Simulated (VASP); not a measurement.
# GaP (ae) (F-43m) in VASP: further runs, part 2 of 2

VASP 6.6.1. Earlier steps stand in the parts before.

**3. Single point, PBE (volume scaled by 0.97)**

Contents of INCAR:

```
ALGO     = Normal         # electronic algorithm
EDIFF    = 1E-6           # SCF threshold, eV
ENCUT    = 500            # plane-wave cutoff, eV
GGA      = PE             # functional
GGA_COMPAT= F            
ISIF     = 2              # what is computed and relaxed
ISMEAR   = 0              # smearing method
LASPH    = T              # aspherical terms in the spheres
LCHARG   = F              # write CHGCAR
LREAL    = F              # projectors in reciprocal space
LWAVE    = F              # write WAVECAR
NBANDS   = 16             # bands
NELM     = 120            # most SCF steps
PREC     = Accurate       # precision mode
SIGMA    = 0.02           # smearing width, eV
```

Contents of KPOINTS:

```
k-points
0
Gamma
  8 8 8
```

Contents of POSCAR:

```
GaP
1.0
    0.0000000000      2.7251704063      2.7251704063
    2.7251704063      0.0000000000      2.7251704063
    2.7251704063      2.7251704063      0.0000000000
Ga P
1 1
Direct
    0.0000000000      0.0000000000      0.0000000000
    0.2500000000      0.2500000000      0.2500000000
```

Potentials or basis: VASP PAW PBE potentials, release 64 (Ga_d, P).

Started as:

```
$ cat potpaw_PBE.64/Ga_d/POTCAR potpaw_PBE.64/P/POTCAR > POTCAR
$ mpirun -np 1 vasp_std > vasp.out
```

OUTCAR:

```text
EDIFF = 1E-6
   ENCUT = 500
   GGA = PE
   ISIF = 2
   ISMEAR = 0
   LASPH = T
   LREAL = F
   NELM = 120
   PREC = Accurate

 ion  position               nearest neighbor table
   1  0.000  0.000  0.000-   2 2.36   2 2.36   2 2.36   2 2.36
   2  0.250  0.250  0.250-   1 2.36   1 2.36   1 2.36   1 2.36

  LATTYP: Found a face centered cubic cell.
 ALAT       =     5.4503408126

  Lattice vectors:

 A1 = (   0.0000000000,   2.7251704063,   2.7251704063)
 A2 = (   2.7251704063,   0.0000000000,   2.7251704063)
 A3 = (   2.7251704063,   2.7251704063,   0.0000000000)

Analysis of symmetry for initial positions (statically):
=====================================================================
 Subroutine PRICEL returns:
 Original cell was already a primitive cell.

 Routine SETGRP: Setting up the symmetry group for a
 face centered cubic supercell.

 Subroutine GETGRP returns: Found 24 space group operations
 (whereof 24 operations were pure point group operations)
 out of a pool of 48 trial point group operations.

The static configuration has the point symmetry T_d .

Analysis of symmetry for dynamics (positions and initial velocities):
=====================================================================
 Subroutine PRICEL returns:
 Original cell was already a primitive cell.

 Routine SETGRP: Setting up the symmetry group for a
 face centered cubic supercell.

 Subroutine GETGRP returns: Found 24 space group operations
 (whereof 24 operations were pure point group operations)
 out of a pool of 48 trial point group operations.

The dynamic configuration has the point symmetry T_d .

 Subroutine INISYM returns: Found 24 space group operations
 (whereof 24 operations are pure point group operations),
 and found     1 'primitive' translations

----------------------------------------------------------------------------------------

                                     Primitive cell

  volume of cell :      40.4772

  direct lattice vectors                    reciprocal lattice vectors
     0.000000000  2.725170406  2.725170406    -0.183474765  0.183474765  0.183474765
     2.725170406  0.000000000  2.725170406     0.183474765 -0.183474765  0.183474765
     2.725170406  2.725170406  0.000000000     0.183474765  0.183474765 -0.183474765

  length of vectors
     3.853972948  3.853972948  3.853972948     0.317787615  0.317787615  0.317787615

  position of ions in fractional coordinates (direct lattice)
     0.000000000  0.000000000  0.000000000
     0.250000000  0.250000000  0.250000000

  ion indices of the primitive-cell ions
   primitive index   ion index
                 1           1
                 2           2

----------------------------------------------------------------------------------------

 KPOINTS: k-points

Automatic generation of k-mesh.
 Grid dimensions read from file:
 generate k-points for:    8    8    8

 Generating k-lattice:

  Cartesian coordinates                     Fractional coordinates (reciprocal lattice)
    -0.022934346  0.022934346  0.022934346     0.125000000  0.000000000  0.000000000
     0.022934346 -0.022934346  0.022934346     0.000000000  0.125000000  0.000000000
     0.022934346  0.022934346 -0.022934346     0.000000000  0.000000000  0.125000000

  Length of vectors
     0.039723452  0.039723452  0.039723452

  Shift w.r.t. Gamma in fractional coordinates (k-lattice)
     0.000000000  0.000000000  0.000000000

 Subroutine IBZKPT returns following result:
 ===========================================

 Found     29 irreducible k-points:

 Following reciprocal coordinates:
            Coordinates               Weight
  0.000000  0.000000  0.000000      1.000000
  0.125000  0.000000  0.000000      8.000000
  0.250000  0.000000  0.000000      8.000000
  0.375000  0.000000  0.000000      8.000000
  0.500000  0.000000  0.000000      4.000000
  0.125000  0.125000  0.000000      6.000000
[... 16 lines left out ...]
  0.500000  0.250000  0.125000     48.000000
 -0.375000  0.250000  0.125000     24.000000
 [... further k-points ...]
   k-points           NKPTS =     29   k-points in BZ     NKDIM =     29   number of bands    NBANDS=     16
   number of dos      NEDOS =    301   number of ions     NIONS =      2
   total plane-waves  NPLWV =  21952
   dimension x,y,z NGX =    28 NGY =   28 NGZ =   28
   dimension x,y,z NGXF=    56 NGYF=   56 NGZF=   56
   ions per type =               1   1
   NGX,Y,Z   is equivalent  to a cutoff of  12.08, 12.08, 12.08 a.u.
   NGXF,Y,Z  is equivalent  to a cutoff of  24.16, 24.16, 24.16 a.u.
 SYSTEM =  unknown system
   PREC   = accura    normal or accurate (medium, high low for compatibility)
   ISTART =      0    job   : 0-new  1-cont  2-samecut
   ICHARG =      2    charge: 1-file 2-atom 10-const
   ISPIN  =      1    spin polarized calculation?
   LNONCOLLINEAR =      F non collinear calculations
   LSORBIT =      F    spin-orbit coupling
   LASPH  =      T    aspherical Exc in radial PAW
   ENCUT  =  500.0 eV  36.75 Ry    6.06 a.u.   7.03  7.03  7.03*2*pi/ulx,y,z
   NELM   =    120;   NELMIN=  2; NELMDL= -5     # of ELM steps
   EDIFF  = 0.1E-05   stopping-criterion for ELM
   LREAL  =      F    real-space projection
   EDIFFG = 0.1E-04   stopping-criterion for IOM
   NSW    =      0    number of steps for IOM
   IBRION =     -1    ionic relax: 0-MD 1-quasi-New 2-CG
   NFREE  =      0    steps in history (QN), initial steepest desc. (CG)
   ISIF   =      2    stress and relaxation
   ISYM   =      2    0-nonsym 1-usesym 2-fastsym
   POTIM  = 0.5000    time-step for ionic-motion
   TEBEG  =    0.0;   TEEND  =   0.0 temperature during run
   PSTRESS=    0.0 pullay stress
   NELECT =      18.0000    total number of electrons
   NUPDOWN=      -1.0000    fix difference up-down
   EMIN   =  10.00;   EMAX   =-10.00  energy-range for DOS
   EFERMI =   0.00;   METHOD = LEGACY
   ISMEAR =     0;   SIGMA  =   0.02  broadening in eV -4-tet -1-fermi 0-gaus
   EFERMI_NEDOS =   21; number of points for ismear=-14 and -15
   IALGO  =     38    algorithm
   IMIX   =      4    mixing-type and parameters
     AMIX     =   0.40;   BMIX     =  1.00
     AMIX_MAG =   1.60;   BMIX_MAG =  1.00
  volume/ion in A,a.u.               =      20.24       136.58
  Fermi-wavevector in a.u.,A,eV,Ry     =   1.249574  2.361353 21.244618  1.561435
  Thomas-Fermi vector in A             =   2.383608
   LORBIT       =      0    0 simple, 1 ext, 2 COOP (PROOUT), +10 PAW based schemes
   GGA     = PE    functional components
   LHFCALC =     F    Hartree Fock is set to
   AEXX    =    0.0000 exact exchange contribution
   IVDW    =     0    specifies the selected vdW correction
   LEPSILON=     F    determine dielectric tensor
   LRPA    =     F    only Hartree local field effects (RPA)
 non-spin polarized calculation
 Gauss-broadening in eV      SIGMA  =   0.02
  energy-cutoff  :      500.00
  volume of cell :       40.48
 maximum number of plane-waves:      1036
   NGX = 13   NGY = 13   NGZ = 13

 number of electron      18.0000016 magnetization

 Free energy of the ion-electron system (eV)
  ---------------------------------------------------
  ext. energy  EPLUGINS =         0.00000000
  ---------------------------------------------------
  free energy    TOTEN  =        -9.11595460 eV

  energy without entropy =       -9.11595460  energy(sigma->0) =       -9.11595460

 E-fermi :   4.7759     XC(G=0):  -9.8334

 val. band max:        4.6531973960   @ k =   0.0000   0.0000   0.0000
 cond. band min:       6.2948270360   @ k =   0.3750   0.3750   0.0000
 fundamental gap:      1.6416296400
 Fermi energy:         4.7759094479

 k-point     1 :       0.0000    0.0000    0.0000
  band No.  band energies     occupation
      1      -9.8978      2.00000
      2      -9.8978      2.00000
      3      -9.8978      2.00000
      4      -9.7981      2.00000
      5      -9.7981      2.00000
      6      -7.8392      2.00000
[... 8 lines left out ...]
     15      14.4408      0.00000
     16      14.4408      0.00000
[... 419 lines left out ...]
 k-point    24 :      -0.3750    0.2500    0.1250
  band No.  band energies     occupation
      1      -9.9860      2.00000
      2      -9.8669      2.00000
      3      -9.8549      2.00000
      4      -9.8032      2.00000
      5      -9.7908      2.00000
      6      -5.3670      2.00000
[... 8 lines left out ...]
     15      16.6585      0.00000
     16      17.1635      0.00000

 [... further k-points ...]

------------------------ aborting loop because EDIFF is reached ----------------------------------------

  FORCE on cell =-STRESS in cart. coord.  units (eV):
  Direction    XX          YY          ZZ          XY          YZ          ZX
  --------------------------------------------------------------------------------------
  -------------------------------------------------------------------------------------
  Total        0.6117241      0.6117241      0.6117241      0.0000000      0.0000000      0.0000000
  in kB       24.2133681     24.2133681     24.2133681      0.0000000      0.0000000      0.0000000
  external PRESSURE =      24.2133681 kB  Pullay stress =       0.0000000 kB

 VOLUME and BASIS-vectors are now :
 -----------------------------------------------------------------------------
  energy-cutoff  :      500.00
  volume of cell :       40.48
      direct lattice vectors                 reciprocal lattice vectors
     0.000000000  2.725170406  2.725170406    -0.183474765  0.183474765  0.183474765
     2.725170406  0.000000000  2.725170406     0.183474765 -0.183474765  0.183474765
     2.725170406  2.725170406  0.000000000     0.183474765  0.183474765 -0.183474765

 POSITION                                       TOTAL-FORCE (eV/Angst)
 -----------------------------------------------------------------------------------
      0.00000      0.00000      0.00000         0.000000     -0.000000      0.000000
      1.36259      1.36259      1.36259        -0.000000      0.000000     -0.000000
 -----------------------------------------------------------------------------------
    total drift:                                0.000001      0.000001      0.000001

  FREE ENERGIE OF THE ION-ELECTRON SYSTEM (eV)
  ---------------------------------------------------
  free  energy   TOTEN  =        -9.1159546026 eV

  energy  without entropy=       -9.1159546026  energy(sigma->0) =       -9.11595460
```

Run time: 12 s. Hardware: 1 thread of Intel Xeon 6975P-C, shared host; peak memory 0.16 GiB.

Results:

```
Free energy            : -9.1160 eV
Pressure               : 2.4 GPa
Band gap on the k mesh : 1.64 eV, indirect (least direct gap 1.83 eV)
```

Levels at points of the mesh, in eV from the valence-band top:
```csv
k point,band 5,band 6,band 7,band 8,band 9,band 10,band 11,band 12,band 13,band 14
"(0.00, 0.00, 0.00)",-14.45,-12.49,0.00,0.00,0.00,1.83,3.89,3.89,3.89,8.81
"(0.50, 0.00, 0.00)",-14.44,-10.43,-6.63,-1.12,-1.12,1.67,4.72,4.72,8.29,10.89
"(0.50, 0.50, 0.00)",-14.43,-9.53,-6.75,-2.68,-2.68,1.65,1.82,10.60,10.60,11.20
```

**4. Single point, PBE (volume scaled by 0.94)**

Contents of INCAR:

```
PREC = Accurate
ENCUT = 500
EDIFF = 1E-6
ISMEAR = 0
SIGMA = 0.02
LREAL = F
LASPH = T
NELM = 120
ALGO = Normal
ISIF = 2
LWAVE = F
LCHARG = F
GGA = PE
NBANDS = 16
GGA_COMPAT = F
```

Contents of KPOINTS:

```
Automatic mesh
0
Gamma
  8 8 8
```

Contents of POSCAR:

```
GaP
1.0
    0.0000000000      2.6967811500      2.6967811500
    2.6967811500      0.0000000000      2.6967811500
    2.6967811500      2.6967811500      0.0000000000
Ga P
1 1
Direct
    0.0000000000      0.0000000000      0.0000000000
    0.2500000000      0.2500000000      0.2500000000
```

Started as:

```
$ cat potpaw_PBE.64/Ga_d/POTCAR potpaw_PBE.64/P/POTCAR > POTCAR
$ mpirun -np 1 vasp_std > vasp.out
```

It took 10 s on 1 thread of Intel Xeon 6975P-C, shared host; peak memory 0.16 GiB.

The run converged. Its results:

```yaml
Free_energy: -9.0853 eV
Pressure: 5.4 GPa
Band_gap_on_the_k_mesh: 1.59 eV, indirect (least direct gap 2.09 eV)
```

Levels at points of the mesh, in eV from the valence-band top:
```csv
k point,band 5,band 6,band 7,band 8,band 9,band 10,band 11,band 12,band 13,band 14
"(0.00, 0.00, 0.00)",-14.50,-12.73,0.00,0.00,0.00,2.09,3.88,3.88,3.88,8.94
"(0.50, 0.00, 0.00)",-14.49,-10.56,-6.82,-1.16,-1.16,1.77,4.71,4.71,8.34,11.12
"(0.50, 0.50, 0.00)",-14.47,-9.62,-6.90,-2.79,-2.79,1.59,1.79,10.83,10.83,11.49
```

 A k mesh can miss the band edges.

**5. Overview**

| cell | gap on the mesh (eV) | pressure (GPa) |
| --- | --- | --- |
| a = 3.773 Å, angles 60.0°, 2 atoms | 1.51 | 8.8 |
| a = 3.854 Å, angles 60.0°, 2 atoms | 1.64 | 2.4 |
| a = 3.814 Å, angles 60.0°, 2 atoms | 1.59 | 5.4 |

Alike in all rows: task single point; level PBE; potentials or basis VASP PAW PBE potentials, release 64 (Ga_d, P); no spin polarisation; k mesh 8 × 8 × 8; cutoff (eV) 500; smearing gaussian 0.02 eV.

Total energies depend on the potentials used, so only differences within one code and one set of settings carry meaning.
